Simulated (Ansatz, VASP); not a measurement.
Two plane-wave programs on Te2Mo

```
Mo Te
1.0
     1.77341    1.02388    7.10414
    -1.77341    1.02388    7.10414
     0.00000   -2.04776    7.10414
Mo Te
1 2
Direct
  0.99996 0.99996 0.99996
  0.41742 0.41742 0.41742
  0.24928 0.24928 0.24928
```

Alike in both runs: task single point; functional PBE; k mesh 6 × 6 × 6; no spin polarisation.

|  | VASP | Ansatz |
| --- | --- | --- |
| version | VASP 6.6.1 | Ansatz 0.2.0 |
| potentials or method | VASP PAW PBE potentials, release 64 (Mo_sv, Te) | plane waves |
| plane-wave cutoff (eV) | 520 | 420 |
| occupations | gaussian, width 0.01 eV | fixed |
| valence electrons in the cell | 26 | 46 |

|  | VASP | Ansatz | Ansatz less VASP |
| --- | --- | --- | --- |
| gap on the k mesh at the Fermi level (eV) | 0.89 | 0.90 | +0.010 |
| pressure (GPa) | 1.9 | 1.9 | -0.01 |
| traceless stress, the component that is largest in VASP (GPa) | 0.91 | 0.84 | -0.061 |
| rms of the force components (eV/Å) | 0.102 | 0.096 | -0.0067 |

Atom by atom the forces differ by 0.007 eV/Å (rms over components). VASP's potentials hold 26 valence electrons a cell and Ansatz's 46, so a difference there can come from the potentials and not from the codes.

Spin-orbit coupling is off throughout.
